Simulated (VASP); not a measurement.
Runs of VASP 6.6.1 on Sc. The structure is that of space group Fm-3m (No. 225), or close to it. The cells are those of the table. This isn't the form of Sc at room conditions, which is hcp.

```tsv
task	cell	gap on the mesh (eV)	pressure (GPa)
relaxation of cell and atoms	relaxed to 30 GPa from a = 3.281 Å, angles 60.0°, 1 atom	none	30.0
single point	a = 3.224 Å, angles 60.0°, 1 atom	none	0.0
relaxation of cell and atoms	relaxed to 15 GPa from a = 3.281 Å, angles 60.0°, 1 atom	none	15.2
single point	a = 2.787 Å, angles 60.0°, 1 atom	none	45.3
single point	a = 3.010 Å, angles 60.0°, 1 atom	none	15.1
relaxation of cell and atoms	relaxed to 45 GPa from a = 3.281 Å, angles 60.0°, 1 atom	none	45.0
relaxation of cell and atoms	relaxed from a = 3.281 Å, angles 60.0°, 1 atom	none	0.0
single point	a = 2.882 Å, angles 60.0°, 1 atom	none	(a)
```

Alike in all rows: level PBEsol; potentials or basis VASP PAW PBE potentials, release 64 (Sc_sv); no spin polarisation; k mesh 8 × 8 × 8; cutoff (eV) 500; smearing fermi-dirac 0.1 eV.

**Question.** Estimate the missing entries.

**Answer.** (a) 30.2.

Caveats: the PAW data sets were made with another functional, which shifts forces and pressure a little; the cell is relaxed towards a set pressure, so the run minimises the enthalpy, not the energy (at least some runs); the cell stands under pressure (at least some runs).

A gap of «none» marks levels without a gap at the run's occupations.
